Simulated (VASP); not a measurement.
# Si5Mo3 in VASP: further runs

Runs on Si5Mo3. Level: PBE. Tasks: single point.

Everything below comes from runs of VASP 6.6.1. Logs are shortened: lines on timing, memory, paths and dates and some standing lists are left out, and cuts for length are marked.

## Step 1: The cell of the first run

The cell holds a disordered packing, 24 atoms: a = 7.460 Å, b = 6.805 Å, c = 7.543 Å, α = 88.30°, β = 87.28°, γ = 88.68°.

## Step 2: Single point, PBE

File INCAR:

```
SYSTEM = Si5Mo3
PREC     = Accurate       ! precision mode
ENCUT    = 520            ! plane-wave cutoff, eV
EDIFF    = 1E-6           ! SCF threshold, eV
ISMEAR   = -1             ! smearing method
SIGMA    = 0.1069         ! smearing width, eV
LREAL    = Auto         
LASPH    = .True.         ! aspherical terms in the spheres
NELM     = 100            ! most SCF steps
ALGO     = Normal         ! electronic algorithm
ISIF     = 2              ! what is computed and relaxed
LWAVE    = .False.        ! write WAVECAR
LCHARG   = .False.        ! write CHGCAR
GGA      = PE             ! functional
NBANDS   = 111            ! bands
ISYM     = 0
```

File KPOINTS:

```
Automatic mesh
0
Gamma
  1 1 1
  0.25 0.25 0.25
```

File POSCAR:

```
Si5Mo3
1.0
    7.4574090000      0.0809830000      0.1775480000
    0.0809830000      6.8034930000      0.1053960000
    0.1775480000      0.1053960000      7.5398230000
Si Mo
15 9
Direct
    0.8984281533      1.0254777700      0.8578386553
    0.5724365518      0.1371429626      0.3446068582
    0.7682463532      0.5375307571      0.5501097048
    0.4745515289      0.3174389426      0.7221314785
    0.3009111181      0.7958920905      0.4665836307
    0.0942180303      0.2665981035      0.9645205734
    0.1458601345      0.8896366291      0.1125491517
    0.6186035713      0.8107574768      0.5368496818
    0.3282558869      0.8166563122      0.8605578029
    0.1546532995      0.1218682551      0.6477844625
    0.7601377620      0.4059173846      0.8594318450
    0.5869738251      0.6668028009      0.2363553658
    0.1373348131      0.5560748848      0.2347112671
    0.5129581388      0.0940039073      0.0381341409
    0.3834573552      0.4147812225      0.4254367287
    0.7913077762      0.1618808714      0.5540736554
    0.8164480432      0.9193208965      0.1738045492
    0.6461940529      0.7596319789      0.8552356423
    0.0352370575      0.6369835474      0.9511963627
    0.4225852369      0.4575808860      0.0205171449
    0.8301537382      0.3784517913      0.2489235568
    0.2137008229      0.1505427759      0.2923274512
    0.1231053189      0.4981603296      0.6198930387
    0.9825677163      0.8598971475      0.5431467486
```

Potentials or basis: VASP PAW PBE potentials, release 64 (Si, Mo_sv).

Run with:

```console
$ cat potpaw_PBE.64/Si/POTCAR potpaw_PBE.64/Mo_sv/POTCAR > POTCAR
$ mpirun -np 1 vasp_std > vasp.out
```

OUTCAR:

```text
SYSTEM = Si5Mo3
   PREC = Accurate
   ENCUT = 520
   EDIFF = 1E-6
   ISMEAR = -1
   LREAL = Auto
   LASPH = .True.
   NELM = 100
   ISIF = 2
   GGA = PE
   ISYM = 0

 ion  position               nearest neighbor table
   1  0.898  0.025  0.858-   6 2.40  10 2.51  17 2.52  16 2.60  18 2.64  24 2.70  11 2.76   7 2.85
                            19 2.89
   2  0.572  0.137  0.345-  16 2.34  14 2.40  15 2.41  21 2.62  17 2.63   8 2.64  22 2.72
   3  0.768  0.538  0.550-   8 2.15  11 2.47  16 2.56  21 2.56  23 2.73  24 2.74  12 2.89  18 2.89
                             4 2.91
   4  0.475  0.317  0.722-  15 2.44  20 2.48  11 2.51  14 2.81  16 2.83  10 2.85   3 2.91  23 2.99

   5  0.301  0.796  0.467-  24 2.45   8 2.46  23 2.65  15 2.68  13 2.77  22 2.79  10 2.81  12 2.83
                             9 3.00   7 3.01
   6  0.094  0.267  0.965-   1 2.40  19 2.55  10 2.63  22 2.76  11 2.79   7 2.79  20 2.85  13 2.91
                            21 2.95  23 3.00
   7  0.146  0.890  0.113-  19 2.32   9 2.34  22 2.34  13 2.43  17 2.48   6 2.79   1 2.85   5 3.01
                            14 3.12
   8  0.619  0.811  0.537-   3 2.15  18 2.43   5 2.46  12 2.52   2 2.64  24 2.75  16 2.75  17 3.13
[... 19 lines left out ...]
  18  0.646  0.760  0.855-   9 2.39   8 2.43  11 2.53   1 2.64  14 2.83   3 2.89  20 2.89  12 2.94
                            17 3.01  19 3.11  24 3.42
  19  0.035  0.637  0.951-   7 2.32  13 2.35   6 2.55   9 2.58  11 2.74  23 2.74   1 2.89  17 2.99
                            18 3.11  21 3.17  20 3.17  24 3.43
  20  0.423  0.458  0.021-   4 2.48  14 2.55  12 2.57  13 2.69  11 2.76   9 2.78   6 2.85  18 2.89
                            15 3.06  19 3.17  22 3.25
  21  0.830  0.378  0.249-   3 2.56  13 2.61   2 2.62  12 2.64  16 2.70   6 2.95  11 3.01  19 3.17
                            17 3.20  22 3.25
  22  0.214  0.151  0.292-   7 2.34  15 2.49  10 2.70   2 2.72   6 2.76   5 2.79  13 2.83  14 2.90
                            24 3.18  21 3.25  20 3.25
  23  0.123  0.498  0.620-  15 2.44  10 2.57   5 2.65  24 2.71   3 2.73  19 2.74  13 2.92   4 2.99
                             6 3.00  11 3.25   9 3.31  16 3.47
  24  0.983  0.860  0.543-  10 2.39   5 2.45  16 2.48   1 2.70  23 2.71   3 2.74   8 2.75  17 3.11
                            22 3.18  13 3.31  18 3.42  19 3.43

IMPORTANT INFORMATION: All symmetrisations will be switched off!
NOSYMM: (Re-)initialisation of all symmetry stuff for point group C_1.

----------------------------------------------------------------------------------------

                                     Primitive cell

  volume of cell :     382.2000

  direct lattice vectors                    reciprocal lattice vectors
     7.457409000  0.080983000  0.177548000     0.134186363 -0.001548626 -0.003138177
     0.080983000  6.803493000  0.105396000    -0.001548626  0.147033030 -0.002018846
     0.177548000  0.105396000  7.539823000    -0.003138177 -0.002018846  0.132731227

  length of vectors
     7.459961832  6.804791221  7.542649566     0.134231987  0.147055044  0.132783668

  position of ions in fractional coordinates (direct lattice)
     0.898428153  0.025477770  0.857838655
     0.572436552  0.137142963  0.344606858
[... 114 lines left out ...]
   IALGO  =     38    algorithm
   IMIX   =      4    mixing-type and parameters
     AMIX     =   0.40;   BMIX     =  1.00
     AMIX_MAG =   1.60;   BMIX_MAG =  1.00
  volume/ion in A,a.u.               =      15.92       107.47
  Fermi-wavevector in a.u.,A,eV,Ry     =   1.287703  2.433405 22.560883  1.658178
  Thomas-Fermi vector in A             =   2.419701
   LORBIT       =      0    0 simple, 1 ext, 2 COOP (PROOUT), +10 PAW based schemes
   GGA     = PE    functional components
   LHFCALC =     F    Hartree Fock is set to
   AEXX    =    0.0000 exact exchange contribution
   IVDW    =     0    specifies the selected vdW correction
   LEPSILON=     F    determine dielectric tensor
   LRPA    =     F    only Hartree local field effects (RPA)
 non-spin polarized calculation
  energy-cutoff  :      520.00
  volume of cell :      382.20
 maximum number of plane-waves:     10310
 NGX is ok and might be reduce to    56
   NGX = 27   NGY = 25   NGZ = 29

 number of electron     186.0000004 magnetization

 Free energy of the ion-electron system (eV)
  ---------------------------------------------------
  ext. energy  EPLUGINS =         0.00000000
  ---------------------------------------------------
  free energy    TOTEN  =      -174.38443714 eV

  energy without entropy =     -173.91743225  energy(sigma->0) =     -174.15093470

 E-fermi :   9.9301     XC(G=0): -11.6299

 val. band max:        9.8055681415   @ k =   0.2500   0.2500   0.2500
 cond. band min:      10.0588020697   @ k =   0.2500   0.2500   0.2500
 fundamental gap:      0.2532339281
 Fermi energy:         9.9300865516

 k-point     1 :       0.2500    0.2500    0.2500
  band No.  band energies     occupation
      1     -51.0521      2.00000
      2     -51.0174      2.00000
      3     -50.9319      2.00000
      4     -50.9252      2.00000
      5     -50.8421      2.00000
      6     -50.8086      2.00000
[... 97 lines left out ...]
    104      11.2296      0.00001
    105      11.3875      0.00000
 [bands above 105 left out]

------------------------ aborting loop because EDIFF is reached ----------------------------------------

  FORCE on cell =-STRESS in cart. coord.  units (eV):
  Direction    XX          YY          ZZ          XY          YZ          ZX
  --------------------------------------------------------------------------------------
  -------------------------------------------------------------------------------------
  Total       -8.7387933     -1.6737643    -15.2556082     -3.7621028     -1.7463789      4.6662518
  in kB      -36.6329077     -7.0163981    -63.9513114    -15.7706860     -7.3207978     19.5608670
  external PRESSURE =     -35.8668724 kB  Pullay stress =       0.0000000 kB

 VOLUME and BASIS-vectors are now :
 -----------------------------------------------------------------------------
  energy-cutoff  :      520.00
  volume of cell :      382.20
      direct lattice vectors                 reciprocal lattice vectors
     7.457409000  0.080983000  0.177548000     0.134186363 -0.001548626 -0.003138177
     0.080983000  6.803493000  0.105396000    -0.001548626  0.147033030 -0.002018846
     0.177548000  0.105396000  7.539823000    -0.003138177 -0.002018846  0.132731227

 POSITION                                       TOTAL-FORCE (eV/Angst)
 -----------------------------------------------------------------------------------
      6.85432      0.33651      6.63015        -0.481756     -1.025275      0.186380
      4.34118      1.01573      2.71436        -1.344061     -0.683820     -1.200862
      5.87033      3.77728      4.34078         1.927178     -1.620833     -0.093453
      3.69285      2.27423      5.56246        -0.439273     -0.290347     -0.013356
      2.39131      5.48839      3.65527         0.233506      0.381486     -0.246709
      0.89546      1.92309      7.31714         0.808957      0.684964      0.893824
[... 16 lines left out ...]
      1.06845      3.46453      4.74824         0.074264     -0.051848     -0.554964
      7.49348      5.98712      4.36031        -1.084618     -2.403830      0.170372
 -----------------------------------------------------------------------------------
    total drift:                               -0.001257     -0.006858     -0.003043

  FREE ENERGIE OF THE ION-ELECTRON SYSTEM (eV)
  ---------------------------------------------------
  free  energy   TOTEN  =      -174.3844371404 eV

  energy  without entropy=     -173.9174322547  energy(sigma->0) =     -174.15093470
```

It took 3.1 min on 1 thread of Intel Xeon Platinum 8375C at 2.90GHz (Ice Lake), shared host; peak memory 0.39 GiB.

What came out:

| Quantity | Value |
| --- | --- |
| Free energy | -174.3844 eV |
| Pressure | -3.6 GPa |
| Largest force | 3.793 eV/Å |

Forces in eV/Å, atoms in the order of the input:
```
Si  -0.482 -1.025  0.186
Si  -1.344 -0.684 -1.201
Si   1.927 -1.621 -0.093
Si  -0.439 -0.290 -0.013
Si   0.234  0.381 -0.247
Si   0.809  0.685  0.894
Si   0.365  1.560  1.159
Si  -1.121  3.578 -0.572
Si  -0.164 -0.621 -1.545
Si   1.025  0.571  0.099
Si   0.578  0.110  0.959
Si   0.241 -0.710 -0.874
Si   0.047 -1.768  1.869
Si   0.087 -0.845 -0.046
Si   0.457  0.779 -0.867
Mo   0.048  1.268  2.144
Mo  -1.140  1.031  1.039
Mo   0.767  0.334  0.828
Mo  -1.321 -0.294 -2.942
Mo   0.081 -0.700 -0.110
Mo   0.034  0.381 -0.602
Mo   0.323  0.336  0.320
Mo   0.074 -0.052 -0.555
Mo  -1.085 -2.404  0.170
```

Levels at points of the mesh, in eV from the Fermi level:
```tsv
k point	band 90	band 91	band 92	band 93	band 94	band 95	band 96	band 97
(0.25, 0.25, 0.25)	-0.42	-0.38	-0.25	-0.12	0.13	0.23	0.41	0.48
```

Caveat: the k points lie up to 0.92 Å⁻¹ apart, too coarse for converged energies, forces and pressures; the atoms stand as in a frame of molecular dynamics.

## Step 3: Single point, PBE

File INCAR:

```
PREC = Accurate
ENCUT = 520
EDIFF = 1E-6
ISMEAR = -1
SIGMA = 0.1069
LREAL = Auto
LASPH = T
NELM = 100
ALGO = Normal
ISIF = 2
LWAVE = F
LCHARG = T
GGA = PE
LELF = T
LVHAR = T
NBANDS = 111
ISYM = 0
```

KPOINTS is that of step 2.

File POSCAR:

```
Si5Mo3
1.0
    7.4574090000      0.0809830000      0.1775480000
    0.0809830000      6.8034930000      0.1053960000
    0.1775480000      0.1053960000      7.5398230000
Si Mo
15 9
Direct
    0.9155084858      1.0275611058      0.8546015562
    0.5404830841      0.1227104556      0.3198634926
    0.7918978621      0.5558185519      0.5630584519
    0.4749609449      0.2835241959      0.7134934491
    0.3415916511      0.7866471776      0.4331408867
    0.0753189489      0.2448595321      1.0157722610
    0.1433078511      0.8751806341      0.1188297709
    0.6137405456      0.8770451015      0.5500990604
    0.3242363176      0.7898153286      0.8061625736
    0.1594680087      0.1376207602      0.6546730734
    0.7601593139      0.4425765339      0.9095000556
    0.5581680711      0.6784098385      0.1713944335
    0.0683125281      0.5631031594      0.3056230135
    0.4683009940      0.0701115111      0.0110004734
    0.4129424818      0.4227326624      0.3788376142
    0.7839248520      0.2046932546      0.6030711676
    0.7900277920      0.9484872570      0.1878606942
    0.6773891668      0.7852884839      0.8528055159
    0.0560833198      0.6073653304      0.9585603856
    0.3924607050      0.4361857908     -0.0001387103
    0.7900100159      0.3634975190      0.2406902811
    0.2063639965      0.1525187770      0.2947701314
    0.1585665962      0.4983357537      0.6423013144
    0.9690999110      0.8653750605      0.5470911159
```

Potentials or basis: VASP PAW PBE potentials, release 64 (Si, Mo_sv).

Run with:

```console
$ cat potpaw_PBE.64/Si/POTCAR potpaw_PBE.64/Mo_sv/POTCAR > POTCAR
$ mpirun -np 1 vasp_std > vasp.out
```

Run time: 3.3 min. Hardware: 1 thread of Intel Xeon Platinum 8375C at 2.90GHz (Ice Lake), shared host; peak memory 0.39 GiB.

Results (log left out):

```yaml
Free_energy: -176.0519 eV
Pressure: -4.9 GPa
Largest_force: 2.480 eV/Å
```

Forces on the atoms (eV/Å):
```
Si  -0.046 -0.660  0.801
Si   0.284 -0.394  0.698
Si   0.734  0.178 -0.020
Si  -0.501  0.601  0.272
Si  -1.213  0.431  0.513
Si  -0.381  0.425 -0.014
Si   0.320  0.346  0.834
Si   0.164  0.444 -0.543
Si   0.487 -0.339 -0.308
Si   0.211 -0.709 -0.336
Si  -0.536 -1.582 -0.946
Si   0.910 -0.573  0.489
Si  -0.620 -0.604 -0.061
Si   0.242 -0.313  0.316
Si  -0.100  1.170  0.139
Mo  -0.698 -0.977 -1.082
Mo   1.175 -0.332  0.305
Mo  -1.933  1.543  0.178
Mo  -1.052  1.424  0.006
Mo   0.482 -0.048 -0.039
Mo  -0.745  1.306 -0.358
Mo   0.221 -0.602  1.008
Mo   1.303  0.112 -1.893
Mo   1.293 -0.844  0.039
```

Stress tensor (GPa, compression positive):
```
-8.69  0.37  3.02
 0.37 -0.21 -0.20
 3.02 -0.20 -5.65
```

Levels at points of the mesh, in eV from the Fermi level:
```
           k point  band 89  band 90  band 91  band 92  band 93  band 94  band 95  band 96  band 97  band 98
(0.25, 0.25, 0.25)    -0.64    -0.51    -0.41    -0.20    -0.01     0.05     0.14     0.36     0.52     0.64
```

Caveat: the k points lie up to 0.92 Å⁻¹ apart, too coarse for converged energies, forces and pressures; the atoms stand as in a frame of molecular dynamics.

## Step 4: Single point, PBE

File INCAR:

```
ALGO     = Normal         # electronic algorithm
EDIFF    = 1E-6           # SCF threshold, eV
ENCUT    = 520            # plane-wave cutoff, eV
GGA      = PE             # functional
ISIF     = 2              # what is computed and relaxed
ISMEAR   = -1             # smearing method
ISYM     = 0            
LASPH    = True           # aspherical terms in the spheres
LCHARG   = False          # write CHGCAR
LREAL    = Auto         
LWAVE    = False          # write WAVECAR
NBANDS   = 111            # bands
NELM     = 80             # most SCF steps
PREC     = Accurate       # precision mode
SIGMA    = 0.05           # smearing width, eV
```

KPOINTS is that of step 3.

File POSCAR:

```
Si5Mo3
1.0
    7.4574090000      0.0809830000      0.1775480000
    0.0809830000      6.8034930000      0.1053960000
    0.1775480000      0.1053960000      7.5398230000
Si Mo
15 9
Direct
    0.9320488551     -0.0055130194      0.8840817139
    0.5323365347      0.1431476265      0.3577072732
    0.8196714201      0.5324202552      0.5520140212
    0.4888292870      0.3034891070      0.7119067384
    0.3234715014      0.8199485025      0.4723557820
    0.0569953252      0.2567849896      0.0260680500
    0.1631994492      0.8597544161      0.1458448809
    0.6358108383      0.8450330712      0.5211729707
    0.3357688517      0.7655494475      0.8043675644
    0.1726816594      0.1209945830      0.6560013904
    0.7421568205      0.4285502327      0.8750465443
    0.5805740383      0.6890028799      0.1685652426
    0.0773379666      0.5354574158      0.3024038799
    0.4966896704      0.0685310092      0.0550337651
    0.4122461634      0.4677247834      0.3580665218
    0.7775094943      0.1757261606      0.5927572716
    0.7936938838      0.9449484921      0.2112967966
    0.6556377672      0.8072085338      0.8580769436
    0.0372981360      0.6319605323      0.9575071826
    0.4070566300      0.4383869244      1.0062142946
    0.7733355317      0.3991785809      0.2380762781
    0.2047525850      0.1417205134      0.3057611316
    0.1935701636      0.4953676240      0.6192734549
    0.9763132977      0.8368588759      0.5428452297
```

Run with:

```console
$ cat potpaw_PBE.64/Si/POTCAR potpaw_PBE.64/Mo_sv/POTCAR > POTCAR
$ mpirun -np 1 vasp_std > vasp.out
```

Run time: 3 min. Hardware: 1 thread of Intel Xeon Platinum 8375C at 2.90GHz (Ice Lake), shared host; peak memory 0.39 GiB.

It converged, with:

- Free energy: -178.5708 eV
- Pressure: -6.2 GPa
- Largest force: 1.470 eV/Å

Forces in eV/Å, atoms in the order of the input:
```
Si  -0.034 -0.059 -0.604
Si   0.936 -0.284  0.538
Si   0.187 -0.903  0.181
Si  -0.614 -0.287  0.036
Si  -0.212  0.096  0.136
Si   0.327  0.596  0.183
Si  -0.327 -0.263 -0.252
Si  -0.151  0.516  0.031
Si  -0.571 -0.594  0.149
Si  -0.599  0.072 -0.295
Si   0.203 -0.110  0.419
Si  -0.411 -0.232 -0.083
Si  -0.725 -0.489 -0.641
Si  -0.389  0.531 -0.714
Si  -0.036 -0.199  0.148
Mo   0.635 -0.154  0.272
Mo   1.276  0.487  0.544
Mo   0.082  0.352 -0.247
Mo  -0.452  0.451 -0.192
Mo  -0.290  0.187 -0.021
Mo   0.144 -0.828  0.095
Mo   0.289  0.881  0.260
Mo  -0.233 -0.636 -0.398
Mo   0.965  0.870  0.455
```

Stress tensor (GPa, compression positive):
```
-7.03  1.40  2.45
 1.40 -4.13 -0.81
 2.45 -0.81 -7.56
```

Levels at points of the mesh, in eV from the Fermi level:
| k point | band 90 | band 91 | band 92 | band 93 | band 94 | band 95 | band 96 | band 97 |
| --- | --- | --- | --- | --- | --- | --- | --- | --- |
| (0.25, 0.25, 0.25) | -0.57 | -0.44 | -0.36 | -0.12 | 0.12 | 0.26 | 0.43 | 0.50 |

Caveat: the k points lie up to 0.92 Å⁻¹ apart, too coarse for converged energies, forces and pressures; the atoms stand as in a frame of molecular dynamics.

## Step 5: Summary

| cell | smearing | pressure (GPa) | largest force (eV/Å) |
| --- | --- | --- | --- |
| as given, atomic positions A | fermi-dirac 0.1069 eV | -3.6 | 3.79 |
| as given, atomic positions B | fermi-dirac 0.1069 eV | -4.9 | 2.48 |
| as given, atomic positions C | fermi-dirac 0.05 eV | -6.2 | 1.47 |

Alike in all rows: task single point; level PBE; potentials or basis VASP PAW PBE potentials, release 64 (Si, Mo_sv); no spin polarisation; k mesh 1 × 1 × 1, shifted; cutoff (eV) 520.

Caveats: all runs use coarse meshes; the atoms stand as in a frame of molecular dynamics.

Total energies depend on the potentials used, so only differences within one code and one set of settings carry meaning.
